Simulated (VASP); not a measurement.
**C: single point with r2SCAN**

The system is C.

```
C
1.0
     1.25873    0.72673    3.26334
    -1.25873    0.72673    3.26334
     0.00000   -1.45345    3.26334
C
2
Direct
  0.16400 0.16400 0.16400
  0.83600 0.83600 0.83600
```

This cell differs from its parent crystal: strain +0.025 along x and y, -0.025 along z.

```
Program                : VASP 6.6.1
Task                   : single point
Functional             : r2SCAN
Potentials or basis    : VASP PAW PBE potentials, release 64 (C)
Cutoff                 : 520 eV
k mesh                 : 12 × 12 × 12
Occupations            : gaussian, width 0.05 eV
Spin                   : no spin polarisation
Dipole correction      : no
Further INCAR settings : ALGO = Normal; EDIFF = 1e-06; NBANDS = 11
```

- Pressure: -18.3 GPa
- Largest force: 0.856 eV/Å
- Band gap on the k mesh: 0.93 eV, direct

Forces in eV/Å, atoms in the order of the input:
```
C    0.000  0.000  0.856
C    0.000  0.000 -0.856
```

Stress tensor (GPa, compression positive):
```
-28.54   0.00   0.00
  0.00 -28.54   0.00
  0.00   0.00   2.23
```

Levels at points of the mesh, in eV from the valence-band top:
| k point | band 1 | band 2 | band 3 | band 4 | band 5 | band 6 | band 7 | band 8 | band 9 |
| --- | --- | --- | --- | --- | --- | --- | --- | --- | --- |
| (0.00, 0.00, 0.00) | -19.92 | -5.83 | -2.70 | -2.70 | 5.43 | 8.77 | 8.77 | 11.94 | 12.14 |
| (0.50, 0.00, 0.00) | -14.62 | -13.16 | -6.05 | -1.39 | 2.45 | 7.77 | 13.27 | 13.54 | 19.67 |
| (0.50, 0.50, 0.00) | -14.47 | -13.05 | -6.13 | -2.40 | 1.90 | 7.26 | 14.03 | 16.99 | 20.16 |
| (0.50, 0.50, 0.50) | -19.54 | -8.21 | -2.73 | -2.73 | 8.71 | 8.71 | 11.85 | 12.12 | 12.68 |

It took 2.2 min on 1 thread of AMD EPYC 9R45 96-Core Processor (Zen 5), with other jobs on the host, peak memory 0.14 GiB.

Caveat: the cell differs from its parent crystal (strain +0.025 along x and y, -0.025 along z); the PAW data sets were made with another functional, which shifts forces and pressure a little. A k mesh can miss the band edges.
